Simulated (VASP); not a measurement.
Input of a VASP 6.6.1 run:

Contents of INCAR:

```
PREC = Accurate ; ENCUT = 520
EDIFF = 1E-6 ; ISMEAR = -1
SIGMA = 0.05 ; LREAL = F
LASPH = T ; NELM = 150
ALGO = Normal ; ISIF = 2
LWAVE = F ; LCHARG = T
ISPIN = 2 ; MAGMOM = 2.092 -2.092
LORBIT = 11 ; LMAXMIX = 4
GGA = B5 ; ALDAX = 1.0
AGGAX = 1.0 ; AGGAC = 1.0
ALDAC = 0.0 ; LELF = T
LVHAR = T ; NBANDS = 24
```

KPOINTS

```
regular mesh
0
Gamma
  12 12 12
```

POSCAR

```
Mn
1.0
    0.0000000000      2.5297927478      2.5297927478
    2.5297927478      0.0000000000      2.5297927478
    2.5297927478      2.5297927478      0.0000000000
Mn
2
Direct
    0.1250000000      0.1250000000      0.1250000000
    0.8750000000      0.8750000000      0.8750000000
```

Potentials or basis: VASP PAW PBE potentials, release 64 (Mn_pv).

Command:

```console
$ cat potpaw_PBE.64/Mn_pv/POTCAR > POTCAR
$ mpirun -np 1 vasp_std > vasp.out
```

Task: Predict the band gap on the k mesh.

Result: Zero (filled and empty bands overlap).

Task: Predict the net moment.

Result: 0.00 μB per cell.

Task: Predict the pressure.

Result: 5.9 GPa.

Task: What does it give for the site moments?

Result: Mn +1.82, -1.82 μB.

Caveat: the cell stands under pressure; the PAW data sets were made with another functional, which shifts forces and pressure a little.
